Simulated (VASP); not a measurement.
# SiC (R3m) in VASP: notebook

Runs on SiC. Level: PBE. Tasks: single point.

Everything below comes from runs of VASP 6.6.1. Logs are shortened: lines on timing, memory, paths and dates and some standing lists are left out, and cuts for length are marked.

### Step 1. The cell of the first run

Symmetry: R3m, No. 160, trigonal system. Conventional cell: a = 3.001 Å, b = 3.001 Å, c = 7.755 Å, α = 90.00°, β = 90.00°, γ = 120.00°. Within 2.5 Å of Si (site symmetry 3m) lie 4 C at 1.85 to 1.94 Å. Within 2.5 Å of C (site symmetry 3m) lie 4 Si at 1.85 to 1.94 Å.

### Step 2. Single point, PBE

INCAR

```
ALGO     = Normal         # electronic algorithm
EDIFF    = 1E-7           # SCF threshold, eV
ENCUT    = 520            # plane-wave cutoff, eV
GGA      = PE             # functional
ISIF     = 2              # what is computed and relaxed
ISMEAR   = 0              # smearing method
LASPH    = T              # aspherical terms in the spheres
LCHARG   = F              # write CHGCAR
LREAL    = F              # projectors in reciprocal space
LWAVE    = F              # write WAVECAR
NBANDS   = 11             # bands
NELM     = 100            # most SCF steps
PREC     = Accurate       # precision mode
SIGMA    = 0.05           # smearing width, eV
```

KPOINTS

```
k-points
0
Gamma
  12 12 12
```

POSCAR

```
SiC
1.0
    0.0000000000      2.1220915081      2.1220915081
    2.1220915081      0.0000000000      2.1220915081
    2.1997600573      2.1997600573     -0.0776685492
Si C
1 1
Direct
    0.0000000000      0.0000000000      0.0000000000
    0.7500000000      0.7500000000      0.7500000000
```

Potentials or basis: VASP PAW PBE potentials, release 64 (Si, C).

Started as:

```bash
cat potpaw_PBE.64/Si/POTCAR potpaw_PBE.64/C/POTCAR > POTCAR
mpirun -np 1 vasp_std > vasp.out
```

OUTCAR:

```text
EDIFF = 1E-7
   ENCUT = 520
   GGA = PE
   ISIF = 2
   ISMEAR = 0
   LASPH = T
   LREAL = F
   NELM = 100
   PREC = Accurate

 ion  position               nearest neighbor table
   1  0.000  0.000  0.000-   2 1.85   2 1.85   2 1.85   2 1.94
   2  0.750  0.750  0.750-   1 1.85   1 1.85   1 1.85   1 1.94

  LATTYP: Found a trigonal (rhomboedric) cell.
 ALAT       =     3.1118999057
 COS(alpha) =     0.5349742777

  Lattice vectors:

 A1 = (   2.1997600573,   0.0776685492,  -2.1997600573)
 A2 = (   0.0776685492,   2.1997600573,  -2.1997600573)
 A3 = (   2.1997600573,   2.1997600573,  -0.0776685492)

Analysis of symmetry for initial positions (statically):
=====================================================================
 Subroutine PRICEL returns:
 Original cell was already a primitive cell.

 Routine SETGRP: Setting up the symmetry group for a
 trigonal (rhombohedral) supercell.

 Subroutine GETGRP returns: Found  6 space group operations
 (whereof  6 operations were pure point group operations)
 out of a pool of 12 trial point group operations.

The static configuration has the point symmetry C_3v.

Analysis of symmetry for dynamics (positions and initial velocities):
=====================================================================
 Subroutine PRICEL returns:
 Original cell was already a primitive cell.

 Routine SETGRP: Setting up the symmetry group for a
 trigonal (rhombohedral) supercell.

 Subroutine GETGRP returns: Found  6 space group operations
 (whereof  6 operations were pure point group operations)
 out of a pool of 12 trial point group operations.

The dynamic configuration has the point symmetry C_3v.

 Subroutine INISYM returns: Found  6 space group operations
 (whereof  6 operations are pure point group operations),
 and found     1 'primitive' translations

----------------------------------------------------------------------------------------

                                     Primitive cell

  volume of cell :      20.1620

  direct lattice vectors                    reciprocal lattice vectors
     0.000000000  2.122091508  2.122091508    -0.231529220  0.239703993  0.231529220
     2.122091508  0.000000000  2.122091508     0.239703993 -0.231529220  0.231529220
     2.199760057  2.199760057 -0.077668549     0.223354447  0.223354447 -0.223354447

  length of vectors
     3.001090591  3.001090591  3.111899906     0.405794978  0.405794978  0.386861251

  position of ions in fractional coordinates (direct lattice)
[... 82 lines left out ...]
   NSW    =      0    number of steps for IOM
   IBRION =     -1    ionic relax: 0-MD 1-quasi-New 2-CG
   NFREE  =      0    steps in history (QN), initial steepest desc. (CG)
   ISIF   =      2    stress and relaxation
   ISYM   =      2    0-nonsym 1-usesym 2-fastsym
   POTIM  = 0.5000    time-step for ionic-motion
   TEBEG  =    0.0;   TEEND  =   0.0 temperature during run
   PSTRESS=    0.0 pullay stress
   NELECT =       8.0000    total number of electrons
   NUPDOWN=      -1.0000    fix difference up-down
   EMIN   =  10.00;   EMAX   =-10.00  energy-range for DOS
   EFERMI =   0.00;   METHOD = LEGACY
   ISMEAR =     0;   SIGMA  =   0.05  broadening in eV -4-tet -1-fermi 0-gaus
   EFERMI_NEDOS =   21; number of points for ismear=-14 and -15
   IALGO  =     38    algorithm
   IMIX   =      4    mixing-type and parameters
     AMIX     =   0.40;   BMIX     =  1.00
     AMIX_MAG =   1.60;   BMIX_MAG =  1.00
  volume/ion in A,a.u.               =      10.08        68.03
  Fermi-wavevector in a.u.,A,eV,Ry     =   1.202985  2.273312 19.689990  1.447173
  Thomas-Fermi vector in A             =   2.338751
   LORBIT       =      0    0 simple, 1 ext, 2 COOP (PROOUT), +10 PAW based schemes
   GGA     = PE    functional components
   LHFCALC =     F    Hartree Fock is set to
   AEXX    =    0.0000 exact exchange contribution
   IVDW    =     0    specifies the selected vdW correction
   LEPSILON=     F    determine dielectric tensor
   LRPA    =     F    only Hartree local field effects (RPA)
 non-spin polarized calculation
 Gauss-broadening in eV      SIGMA  =   0.05
  energy-cutoff  :      520.00
  volume of cell :       20.16
 maximum number of plane-waves:       568
 NGX is ok and might be reduce to    24
   NGX = 11   NGY = 11   NGZ = 11

 number of electron       7.9999999 magnetization

 Free energy of the ion-electron system (eV)
  ---------------------------------------------------
  ext. energy  EPLUGINS =         0.00000000
  ---------------------------------------------------
  free energy    TOTEN  =       -14.96845662 eV

  energy without entropy =      -14.96845662  energy(sigma->0) =      -14.96845662

 E-fermi :   8.7148     XC(G=0): -11.4690

 val. band max:        8.5192455504   @ k =   0.0000   0.0000   0.0000
 cond. band min:       9.6862244822   @ k =   0.5000   0.5000  -0.0000
 fundamental gap:      1.1669789318
 Fermi energy:         8.7148455443

 k-point     1 :       0.0000    0.0000    0.0000
  band No.  band energies     occupation
      1      -7.2164      2.00000
      2       8.1497      2.00000
      3       8.5192      2.00000
      4       8.5192      2.00000
      5      14.0010      0.00000
      6      16.0441      0.00000
      7      16.3253      0.00000
      8      16.3253      0.00000
      9      23.0900      0.00000
     10      23.0900      0.00000
     11      25.1926      0.00000
[... 309 lines left out ...]
 k-point    24 :      -0.4167    0.1667    0.0000
  band No.  band energies     occupation
      1      -3.0722      2.00000
      2       0.2877      2.00000
      3       5.2523      2.00000
      4       6.7322      2.00000
      5      13.3802      0.00000
      6      15.9494      0.00000
      7      16.9813      0.00000
      8      19.9022      0.00000
      9      23.3944      0.00000
     10      24.1544      0.00000
     11      27.0705      0.00000

 [... further k-points ...]
[... 5 lines left out ...]
  --------------------------------------------------------------------------------------
  -------------------------------------------------------------------------------------
  Total        1.2883461      1.2883461      1.2883461     -1.2682795      1.2682795      1.2682795
  in kB      102.3786762    102.3786762    102.3786762   -100.7840824    100.7840824    100.7840824
  external PRESSURE =     102.3786762 kB  Pullay stress =       0.0000000 kB

 VOLUME and BASIS-vectors are now :
 -----------------------------------------------------------------------------
  energy-cutoff  :      520.00
  volume of cell :       20.16
      direct lattice vectors                 reciprocal lattice vectors
     0.000000000  2.122091508  2.122091508    -0.231529220  0.239703993  0.231529220
     2.122091508  0.000000000  2.122091508     0.239703993 -0.231529220  0.231529220
     2.199760057  2.199760057 -0.077668549     0.223354447  0.223354447 -0.223354447

 POSITION                                       TOTAL-FORCE (eV/Angst)
 -----------------------------------------------------------------------------------
      0.00000      0.00000      0.00000         0.267219      0.267219     -0.267219
      3.24139      3.24139      3.12489        -0.267219     -0.267219      0.267219
 -----------------------------------------------------------------------------------
    total drift:                                0.000029      0.000029     -0.000029

  FREE ENERGIE OF THE ION-ELECTRON SYSTEM (eV)
  ---------------------------------------------------
  free  energy   TOTEN  =       -14.9684566156 eV

  energy  without entropy=      -14.9684566156  energy(sigma->0) =      -14.96845662
```

OSZICAR:

```text
N       E                     dE             d eps       ncg     rms          rms(c)
DAV:   1     0.294626689025E+01    0.29463E+01   -0.39482E+03  4382   0.614E+02
DAV:   2    -0.163383783336E+02   -0.19285E+02   -0.18449E+02  5186   0.109E+02
DAV:   3    -0.169203193019E+02   -0.58194E+00   -0.58085E+00  5099   0.156E+01
DAV:   4    -0.169224761172E+02   -0.21568E-02   -0.21567E-02  4754   0.121E+00
DAV:   5    -0.169224853343E+02   -0.92170E-05   -0.92170E-05  5099   0.739E-02    0.913E+00
DAV:   6    -0.150366398759E+02    0.18858E+01   -0.66059E+00  4689   0.116E+01    0.406E+00
DAV:   7    -0.149764760775E+02    0.60164E-01   -0.42617E-01  5047   0.372E+00    0.184E+00
DAV:   8    -0.149682431192E+02    0.82330E-02   -0.22362E-02  4695   0.991E-01    0.178E-01
DAV:   9    -0.149683530676E+02   -0.10995E-03   -0.18105E-03  5160   0.253E-01    0.113E-01
DAV:  10    -0.149684496970E+02   -0.96629E-04   -0.23165E-04  4587   0.962E-02    0.306E-02
DAV:  11    -0.149684563614E+02   -0.66644E-05   -0.32327E-05  4998   0.334E-02    0.102E-02
DAV:  12    -0.149684564872E+02   -0.12574E-06   -0.18333E-06  4878   0.881E-03    0.104E-03
DAV:  13    -0.149684565927E+02   -0.10555E-06   -0.16362E-07  4785   0.272E-03    0.895E-04
DAV:  14    -0.149684566156E+02   -0.22876E-07   -0.45747E-09  2466   0.456E-04
   1 F= -.14968457E+02 E0= -.14968457E+02  d E =-.737140E-11
```

stdout:

```text
POSCAR found type information on POSCAR SiC
 POSCAR found :  2 types and       2 ions
 scaLAPACK will be used
 LDA part: xc-table for (Slater+PW92), standard interpolation
 POSCAR, INCAR and KPOINTS ok, starting setup
 FFT: planning ... GRIDC
 FFT: planning ... GRID_SOFT
 FFT: planning ... GRID
 WAVECAR not read
 entering main loop
```

Wall time 38 s (1 thread of Intel Xeon 6975P-C, shared host); peak memory 0.16 GiB.

Results:

```
Free energy            : -14.9685 eV
Pressure               : 10.2 GPa
Largest force          : 0.463 eV/Å
Band gap on the k mesh : 1.17 eV, indirect (least direct gap 4.24 eV)
```

Forces on the atoms (eV/Å):
```
Si   0.267  0.267 -0.267
C   -0.267 -0.267  0.267
```

Stress tensor (GPa, compression positive):
```
 10.24 -10.08  10.08
-10.08  10.24  10.08
 10.08  10.08  10.24
```

A k mesh can miss the band edges.

### Step 3. Single point, PBE

This run uses another cell than the first one, of 10.50 Å³/atom, 1.042 times its volume.

INCAR

```
ALGO = Normal
EDIFF = 1E-6
ENCUT = 520
GGA = PE
ISIF = 2
ISMEAR = 0
LASPH = True
LCHARG = False
LREAL = False
LWAVE = False
NBANDS = 11
NELM = 100
PREC = Accurate
SIGMA = 0.05
```

KPOINTS is that of step 2.

POSCAR

```
SiC
1.0
    0.0000000000      2.2094439037      2.2094439037
    2.2094439037      0.0000000000      2.2094439037
    2.1705576910      2.1705576910      0.0388862127
Si C
1 1
Direct
    0.0000000000      0.0000000000      0.0000000000
    0.7500000000      0.7500000000      0.7500000000
```

Potentials or basis: VASP PAW PBE potentials, release 64 (Si, C).

Started as:

```bash
cat potpaw_PBE.64/Si/POTCAR potpaw_PBE.64/C/POTCAR > POTCAR
mpirun -np 1 vasp_std > vasp.out
```

Run time: 55 s. Hardware: 1 thread of Intel Xeon 6975P-C, shared host; peak memory 0.16 GiB.

It converged, with:

```yaml
Free_energy: -15.0442 eV
Pressure: 0.2 GPa
Largest_force: 0.270 eV/Å
Band_gap_on_the_k_mesh: 1.27 eV, indirect (least direct gap 4.37 eV)
```

Forces in eV/Å, atoms in the order of the input:
```
Si  -0.156 -0.156  0.156
C    0.156  0.156 -0.156
```

Stress tensor (GPa, compression positive):
```
 0.18  4.81 -4.81
 4.81  0.18 -4.81
-4.81 -4.81  0.18
```

Levels at points of the mesh, in eV from the valence-band top:
```tsv
k point	band 1	band 2	band 3	band 4	band 5	band 6	band 7	band 8	band 9
(0.00, 0.00, 0.00)	-15.38	-0.14	-0.14	0.00	5.83	6.92	6.92	7.67	14.34
(0.50, 0.00, 0.00)	-11.94	-8.56	-1.10	-1.08	5.32	6.96	7.36	9.93	15.86
(0.50, 0.50, 0.00)	-10.43	-7.84	-3.38	-3.10	1.27	4.20	13.65	13.78	14.59
(0.00, 0.00, 0.50)	-11.66	-8.50	-1.29	-1.29	4.83	6.86	6.86	9.76	15.98
```

A k mesh can miss the band edges.

(Part 1 of 2 ends here.)
